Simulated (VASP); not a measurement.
Write the native input for VASP 6.6.1 that does the following.

```
Task                   : single point
Functional             : LDA
Potentials or basis    : VASP PAW LDA potentials, release 64 (C)
Cutoff                 : 520 eV
k mesh                 : 12 × 12 × 12
Occupations            : gaussian, width 0.05 eV
Spin                   : no spin polarisation
Dipole correction      : no
Further INCAR settings : ALGO = Normal; EDIFF = 1e-06; NBANDS = 11
```

The structure of C lies in POSCAR:

```
C
1.0
    0.0000000000      1.8165359972      1.7966710835
    1.6841032392      0.0000000000      1.7966710835
    1.6841032392      1.8165359972      0.0000000000
C
2
Direct
    0.5000000000      0.5000000000      0.5000000000
    0.7500000000      0.7500000000      0.7500000000
```

This cell differs from its parent crystal: strain +e along x and -e along y -0.0375, strain +e along z and -e/2 along x and y +0.0175.

One way to write it, as run:

INCAR

```
SYSTEM = C
PREC     = Accurate       ! precision mode
ENCUT    = 520            ! plane-wave cutoff, eV
EDIFF    = 1E-6           ! SCF threshold, eV
ISMEAR   = 0              ! smearing method
SIGMA    = 0.05           ! smearing width, eV
LREAL    = .False.        ! projectors in reciprocal space
LASPH    = .True.         ! aspherical terms in the spheres
NELM     = 80             ! most SCF steps
ALGO     = Normal         ! electronic algorithm
ISIF     = 2              ! what is computed and relaxed
LWAVE    = .False.        ! write WAVECAR
LCHARG   = .True.         ! write CHGCAR
GGA      = CA             ! functional
LELF     = .True.         ! ELF
LVHAR    = .True.       
NBANDS   = 11             ! bands
```

KPOINTS

```
Automatic mesh
0
Gamma
  12 12 12
  0 0 0
```

Potentials or basis: VASP PAW LDA potentials, release 64 (C).

Command:

```bash
$ cat potpaw_LDA.64/C/POTCAR > POTCAR
$ mpirun -np 1 vasp_std > vasp.out
```

It gave:

| Quantity | Value |
| --- | --- |
| Pressure | 2.5 GPa |
| Band gap on the k mesh | 2.44 eV, indirect (least direct gap 4.44 eV) |

Caveat: the cell differs from its parent crystal (strain +e along x and -e along y -0.0375, strain +e along z and -e/2 along x and y +0.0175).

It took 14 s on 1 thread of Intel(R) Xeon(R) Platinum 8488C (Sapphire Rapids), on a shared host, peak memory 0.13 GiB.
